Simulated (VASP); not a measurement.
# BN (P4_2/mnm) in VASP: notebook, part 2 of 2

VASP 6.6.1.

## Step 4: Single point, PBEsol

This run uses another cell than the first one, of the same volume but with other edges.

The input, INCAR:

```
  PREC = Accurate
  ENCUT = 520
  EDIFF = 1E-6
  ISMEAR = 0
  SIGMA = 0.05
  LREAL = F
  LASPH = T
  NELM = 100
  ALGO = Normal
  ISIF = 2
  LWAVE = F
  LCHARG = F
  GGA = PS
  NBANDS = 26
```

The input, KPOINTS:

```
regular mesh
0
Gamma
  6 6 10
```

The input, POSCAR:

```
BN
1.0
    4.3982250342      0.0000000000      0.0000000000
    0.0000000000      4.3982250342      0.0000000000
    0.0000000000      0.0000000000      2.6142000000
B N
4 4
Direct
    0.1741337327      0.8258662673      0.5000000000
    0.3258662673      0.3258662673      0.0000000000
    0.6741337327      0.6741337327      0.0000000000
    0.8258662673      0.1741337327      0.5000000000
    0.8123909516      0.8123909516      0.5000000000
    0.3123909516      0.6876090484      0.0000000000
    0.6876090484      0.3123909516      0.0000000000
    0.1876090484      0.1876090484      0.5000000000
```

Potentials or basis: VASP PAW PBE potentials, release 64 (B, N).

Started as:

```console
$ cat potpaw_PBE.64/B/POTCAR potpaw_PBE.64/N/POTCAR > POTCAR
$ mpirun -np 1 vasp_std > vasp.out
```

OUTCAR:

```text
PREC = Accurate
   ENCUT = 520
   EDIFF = 1E-6
   ISMEAR = 0
   LREAL = F
   LASPH = T
   NELM = 100
   ISIF = 2
   GGA = PS

 ion  position               nearest neighbor table
   1  0.174  0.826  0.500-   6 1.56   6 1.56   8 1.59   5 1.59   4 2.17
   2  0.326  0.326  0.000-   8 1.56   8 1.56   6 1.59   7 1.59   3 2.17
   3  0.674  0.674  0.000-   5 1.56   5 1.56   7 1.59   6 1.59   2 2.17
   4  0.826  0.174  0.500-   7 1.56   7 1.56   8 1.59   5 1.59   1 2.17
   5  0.812  0.812  0.500-   3 1.56   3 1.56   4 1.59   1 1.59
   6  0.312  0.688  0.000-   1 1.56   1 1.56   3 1.59   2 1.59
   7  0.688  0.312  0.000-   4 1.56   4 1.56   2 1.59   3 1.59
   8  0.188  0.188  0.500-   2 1.56   2 1.56   4 1.59   1 1.59

  LATTYP: Found a simple tetragonal cell.
 ALAT       =     4.3982250342
 C/A-ratio  =     0.5943761358

  Lattice vectors:

 A1 = (   4.3982250342,   0.0000000000,   0.0000000000)
 A2 = (   0.0000000000,   4.3982250342,   0.0000000000)
 A3 = (   0.0000000000,   0.0000000000,   2.6142000000)

Analysis of symmetry for initial positions (statically):
=====================================================================
 Subroutine PRICEL returns:
 Original cell was already a primitive cell.

 Routine SETGRP: Setting up the symmetry group for a
 simple tetragonal supercell.

 Subroutine GETGRP returns: Found 16 space group operations
 (whereof  8 operations were pure point group operations)
 out of a pool of 16 trial point group operations.

The static configuration has the point symmetry D_2h.
 The point group associated with its full space group is D_4h.

Analysis of symmetry for dynamics (positions and initial velocities):
=====================================================================
 Subroutine PRICEL returns:
 Original cell was already a primitive cell.

[... 143 lines left out ...]
  Thomas-Fermi vector in A             =   2.527943
   LORBIT       =      0    0 simple, 1 ext, 2 COOP (PROOUT), +10 PAW based schemes
   GGA     = PS    functional components
   LHFCALC =     F    Hartree Fock is set to
   AEXX    =    0.0000 exact exchange contribution
   IVDW    =     0    specifies the selected vdW correction
   LEPSILON=     F    determine dielectric tensor
   LRPA    =     F    only Hartree local field effects (RPA)
 non-spin polarized calculation
 Gauss-broadening in eV      SIGMA  =   0.05
  energy-cutoff  :      520.00
  volume of cell :       50.57
 maximum number of plane-waves:      1384
 NGX is ok and might be reduce to    36

 number of electron      32.0000003 magnetization

 Free energy of the ion-electron system (eV)
  ---------------------------------------------------
  ext. energy  EPLUGINS =         0.00000000
  ---------------------------------------------------
  free energy    TOTEN  =       -72.36334041 eV

  energy without entropy =      -72.36334041  energy(sigma->0) =      -72.36334041

 E-fermi :   6.9292     XC(G=0): -12.5913

 val. band max:        6.6905975112   @ k =   0.0000   0.0000   0.0000
 cond. band min:      11.2645451273   @ k =   0.0000   0.0000   0.3000
 fundamental gap:      4.5739476162
 Fermi energy:         6.9292431138

 k-point     1 :       0.0000    0.0000    0.0000
  band No.  band energies     occupation
      1     -13.2678      2.00000
      2      -9.1326      2.00000
      3      -9.1326      2.00000
      4      -9.0334      2.00000
      5      -2.8715      2.00000
      6      -2.4584      2.00000
[... 685 lines left out ...]
     25      18.7173      0.00000
     26      18.7482      0.00000

 [... further k-points ...]

------------------------ aborting loop because EDIFF is reached ----------------------------------------

  FORCE on cell =-STRESS in cart. coord.  units (eV):
  Direction    XX          YY          ZZ          XY          YZ          ZX
  --------------------------------------------------------------------------------------
  -------------------------------------------------------------------------------------
  Total       -0.6389707     -0.6389707     -8.3526426     -0.0000000      0.0000000      0.0000000
  in kB      -20.2440711    -20.2440711   -264.6310367     -0.0000000      0.0000000      0.0000000
  external PRESSURE =    -101.7063929 kB  Pullay stress =       0.0000000 kB

 VOLUME and BASIS-vectors are now :
 -----------------------------------------------------------------------------
  energy-cutoff  :      520.00
  volume of cell :       50.57
      direct lattice vectors                 reciprocal lattice vectors
     4.398225034  0.000000000  0.000000000     0.227364446  0.000000000  0.000000000
     0.000000000  4.398225034  0.000000000     0.000000000  0.227364446  0.000000000
     0.000000000  0.000000000  2.614200000     0.000000000  0.000000000  0.382526203

 POSITION                                       TOTAL-FORCE (eV/Angst)
 -----------------------------------------------------------------------------------
      0.76588      3.63235      1.30710         0.056384     -0.056384      0.000000
      1.43323      1.43323      0.00000        -0.056384     -0.056384     -0.000000
      2.96499      2.96499      0.00000         0.056384      0.056384      0.000000
      3.63235      0.76588      1.30710        -0.056384      0.056384      0.000000
      3.57308      3.57308      1.30710        -0.148486     -0.148486      0.000000
      1.37397      3.02426      0.00000        -0.148486      0.148486     -0.000000
      3.02426      1.37397      0.00000         0.148486     -0.148486      0.000000
      0.82515      0.82515      1.30710         0.148486      0.148486     -0.000000
 -----------------------------------------------------------------------------------
    total drift:                                0.000000     -0.000000      0.000000

  FREE ENERGIE OF THE ION-ELECTRON SYSTEM (eV)
  ---------------------------------------------------
  free  energy   TOTEN  =       -72.3633404064 eV

  energy  without entropy=      -72.3633404064  energy(sigma->0) =      -72.36334041
```

Wall time 46 s (1 thread of AMD EPYC 9R45 (Zen 5), shared host); peak memory 0.16 GiB.

What came out:

* Free energy: -72.3633 eV
* Pressure: -10.2 GPa
* Largest force: 0.210 eV/Å
* Band gap on the k mesh: 4.57 eV, indirect (least direct gap 5.63 eV)

Forces on the atoms (eV/Å):
```
B    0.056 -0.056  0.000
B   -0.056 -0.056  0.000
B    0.056  0.056  0.000
B   -0.056  0.056  0.000
N   -0.148 -0.148  0.000
N   -0.148  0.148  0.000
N    0.148 -0.148  0.000
N    0.148  0.148  0.000
```

Caveat: the PAW data sets were made with another functional, which shifts forces and pressure a little. A k mesh can miss the band edges.

## Step 5: Single point, PBEsol

This run uses another cell than the first one, of 6.39 Å³/atom, 1.011 times its volume.

The input, INCAR:

```
SYSTEM = BN
ALGO     = Normal         ! electronic algorithm
EDIFF    = 1E-7           ! SCF threshold, eV
ENCUT    = 520            ! plane-wave cutoff, eV
GGA      = PS             ! functional
ISIF     = 2              ! what is computed and relaxed
ISMEAR   = 0              ! smearing method
LASPH    = .True.         ! aspherical terms in the spheres
LCHARG   = .False.        ! write CHGCAR
LREAL    = .False.        ! projectors in reciprocal space
LWAVE    = .False.        ! write WAVECAR
NBANDS   = 26             ! bands
NELM     = 80             ! most SCF steps
PREC     = Accurate       ! precision mode
SIGMA    = 0.05           ! smearing width, eV
```

The input, KPOINTS:

```
k-points
0
Gamma
  6 6 10
  0 0 0
```

Changes to POSCAR since step 4:

```diff
@@ -2,5 +2,5 @@
 1.0
-    4.3982250342      0.0000000000      0.0000000000
-    0.0000000000      4.3982250342      0.0000000000
-    0.0000000000      0.0000000000      2.6142000000
+    4.2993000000      0.0000000000      0.0000000000
+    0.0000000000      4.2993000000      0.0000000000
+    0.0000000000      0.0000000000      2.7665000000
 B N
```

Started as:

```console
$ cat potpaw_PBE.64/B/POTCAR potpaw_PBE.64/N/POTCAR > POTCAR
$ mpirun -np 1 vasp_std > vasp.out
```

Wall time 44 s (1 thread of AMD EPYC 9R45 (Zen 5), shared host); peak memory 0.17 GiB.

It converged, with:

- Free energy: -71.4323 eV
- Pressure: -12.3 GPa
- Largest force: 0.984 eV/Å
- Band gap on the k mesh: 4.14 eV, direct

Forces in eV/Å, atoms in the order of the input:
```
B    0.190 -0.190  0.000
B   -0.190 -0.190  0.000
B    0.190  0.190  0.000
B   -0.190  0.190  0.000
N   -0.695 -0.695  0.000
N   -0.695  0.695  0.000
N    0.695 -0.695  0.000
N    0.695  0.695  0.000
```

Stress tensor (GPa, compression positive):
```
 14.25   0.00   0.00
  0.00  14.25   0.00
  0.00   0.00 -65.41
```

Levels at points of the mesh, in eV from the valence-band top:
| k point | band 12 | band 13 | band 14 | band 15 | band 16 | band 17 | band 18 | band 19 | band 20 | band 21 |
| --- | --- | --- | --- | --- | --- | --- | --- | --- | --- | --- |
| (0.00, 0.00, 0.00) | -3.01 | -1.01 | -0.79 | 0.00 | 0.00 | 4.14 | 5.73 | 7.51 | 7.51 | 7.96 |
| (0.50, 0.00, 0.00) | -3.05 | -1.98 | -1.98 | -1.51 | -1.51 | 5.48 | 5.48 | 7.50 | 7.50 | 8.47 |
| (0.50, 0.50, 0.00) | -4.12 | -3.29 | -3.29 | -1.99 | -1.99 | 6.00 | 6.00 | 6.57 | 6.57 | 7.66 |
| (0.00, 0.00, 0.50) | -5.60 | -3.99 | -3.99 | -3.54 | -3.54 | 6.13 | 6.13 | 10.53 | 10.53 | 11.82 |
| (0.50, 0.00, 0.50) | -4.80 | -3.89 | -3.89 | -1.74 | -1.74 | 6.82 | 6.82 | 8.76 | 8.76 | 9.57 |
| (0.50, 0.50, 0.50) | -3.34 | -3.21 | -3.21 | -2.32 | -2.32 | 6.18 | 6.18 | 7.23 | 7.23 | 8.60 |

Caveat: the PAW data sets were made with another functional, which shifts forces and pressure a little. A k mesh can miss the band edges.

## Step 6: Single point, PBEsol

This run uses another cell than the first one, of 6.42 Å³/atom, 1.015 times its volume.

The input, INCAR:

```
SYSTEM = BN
PREC = Accurate
ENCUT = 520
EDIFF = 1E-6
ISMEAR = 0
SIGMA = 0.05
LREAL = .FALSE.
LASPH = .TRUE.
NELM = 80
ALGO = Normal
ISIF = 2
LWAVE = .FALSE.
LCHARG = .FALSE.
GGA = PS
NBANDS = 26
```

The input, KPOINTS:

```
regular mesh
0
G
  6 6 10
  0 0 0
```

Changes to POSCAR since step 5:

```diff
@@ -2,5 +2,5 @@
 1.0
-    4.2993000000      0.0000000000      0.0000000000
-    0.0000000000      4.2993000000      0.0000000000
-    0.0000000000      0.0000000000      2.7665000000
+    4.4972000000      0.0000000000      0.0000000000
+    0.0000000000      4.4972000000      0.0000000000
+    0.0000000000      0.0000000000      2.5380337638
 B N
```

Potentials or basis: VASP PAW PBE potentials, release 64 (B, N).

Started as:

```console
$ cat potpaw_PBE.64/B/POTCAR potpaw_PBE.64/N/POTCAR > POTCAR
$ mpirun -np 1 vasp_std > vasp.out
```

Wall time 46 s (1 thread of AMD EPYC 9R45 (Zen 5), shared host); peak memory 0.17 GiB.

Results (log left out):

```yaml
Free_energy: -72.3542 eV
Pressure: -13.6 GPa
Largest_force: 0.252 eV/Å
Band_gap_on_the_k_mesh: 4.66 eV, indirect (least direct gap 5.75 eV)
```

Forces in eV/Å, atoms in the order of the input:
```
B   -0.002  0.002  0.000
B    0.002  0.002  0.000
B   -0.002 -0.002  0.000
B    0.002 -0.002  0.000
N    0.178  0.178  0.000
N    0.178 -0.178  0.000
N   -0.178  0.178  0.000
N   -0.178 -0.178  0.000
```

Stress tensor (GPa, compression positive):
```
-18.92   0.00   0.00
  0.00 -18.92   0.00
  0.00   0.00  -3.06
```

Levels at points of the mesh, in eV from the valence-band top:
```tsv
k point	band 13	band 14	band 15	band 16	band 17	band 18	band 19	band 20
(0.00, 0.00, 0.00)	-0.28	-0.06	0.00	0.00	7.43	7.77	7.97	7.97
(0.50, 0.00, 0.00)	-1.21	-1.21	-1.19	-1.19	7.95	7.95	8.25	8.25
(0.50, 0.50, 0.00)	-2.70	-2.70	-2.16	-2.16	7.23	7.23	8.43	8.43
(0.00, 0.00, 0.50)	-4.08	-4.08	-3.18	-3.18	6.35	6.35	9.90	9.90
(0.50, 0.00, 0.50)	-3.35	-3.35	-2.17	-2.17	6.61	6.61	8.56	8.56
(0.50, 0.50, 0.50)	-2.76	-2.76	-2.38	-2.38	6.03	6.03	6.63	6.63
```

Caveat: the PAW data sets were made with another functional, which shifts forces and pressure a little. PBEsol gaps usually lie below the measured ones, often by a third to a half.

## Step 7: The runs side by side

```tsv
cell	gap on the mesh (eV)	pressure (GPa)	largest force (eV/Å)
a = 4.464, b = 4.464, c = 2.538 Å, 8 atoms	4.64	-9.2	0.18
a = 4.530, b = 4.530, c = 2.462 Å, 8 atoms	4.55	-6.4	0.52
a = 4.398, b = 4.398, c = 2.614 Å, 8 atoms	4.57	-10.2	0.21
a = 4.299, b = 4.299, c = 2.767 Å, 8 atoms	4.14	-12.3	0.98
a = 4.497, b = 4.497, c = 2.538 Å, 8 atoms	4.66	-13.6	0.25
```

Alike in all rows: task single point; level PBEsol; potentials or basis VASP PAW PBE potentials, release 64 (B, N); no spin polarisation; k mesh 6 × 6 × 10; cutoff (eV) 520; smearing gaussian 0.05 eV.

Caveats: the PAW data sets were made with another functional, which shifts forces and pressure a little.

Absolute energies hang on the potentials; compare differences alone.
